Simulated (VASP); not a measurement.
Wanted: the native input for a VASP 6.6.1 run.

```
Task                   : single point
Functional             : LDA
Potentials or basis    : VASP PAW LDA potentials, release 64 (B, N)
Cutoff                 : 520 eV
k mesh                 : 10 × 10 × 2
Occupations            : gaussian, width 0.05 eV
Spin                   : no spin polarisation
Dipole correction      : no
Further INCAR settings : ALGO = Normal; EDIFF = 1e-07; NBANDS = 36
```

The structure of BN lies in POSCAR:

```
BN
1.0
   -2.5539396017      0.0000000000      0.0000000000
    1.2769698009     -2.2117765748      0.0000000000
    0.0000000000      0.0000000000     14.6805650000
B N
6 6
Direct
    0.3333333333      0.6666666667      0.1978379930
    0.3333333333      0.6666666667      0.4857598134
    0.3333333333      0.6666666667      0.7736816338
    0.6666666667      0.3333333333      0.0538770827
    0.6666666667      0.3333333333      0.3417989032
    0.6666666667      0.3333333333      0.6297207236
    0.3333333333      0.6666666667      0.0900262431
    0.3333333333      0.6666666667      0.3779480636
    0.3333333333      0.6666666667      0.6658698840
    0.6666666667      0.3333333333      0.8098307942
    0.6666666667      0.3333333333      0.2339871534
    0.6666666667      0.3333333333      0.5219089738
```

These files were run (other wordings do the same):

INCAR

```
SYSTEM = BN
PREC = Accurate ; ENCUT = 520
EDIFF = 1E-7 ; ISMEAR = 0
SIGMA = 0.05 ; LREAL = .False.
LASPH = .True. ; NELM = 80
ALGO = Normal ; ISIF = 2
LWAVE = .False. ; LCHARG = .True.
LELF = .True. ; LVHAR = .True.
NBANDS = 36
```

KPOINTS

```
regular mesh
0
Gamma
  10 10 2
  0 0 0
```

Potentials or basis: VASP PAW LDA potentials, release 64 (B, N).

The run is started by

```sh
$ cat potpaw_LDA.64/B/POTCAR potpaw_LDA.64/N/POTCAR > POTCAR
$ mpirun -np 1 vasp_std > vasp.out
```

Results of the run:

```json
{
  "Pressure": "-14.6 GPa",
  "Largest force": "3.621 eV/Å",
  "Band gap on the k mesh": "zero (band 24 reaches 7.29 eV, above the bottom of band 25 at 7.02 eV)"
}
```

Caveat: forces of over 1 eV/Å act on the atoms, so gaps and moduli don't describe the material at rest.

Wall time 100 s on 1 thread of AMD EPYC 9R45 96-Core Processor (Zen 5), on a shared host, peak memory 0.16 GiB.
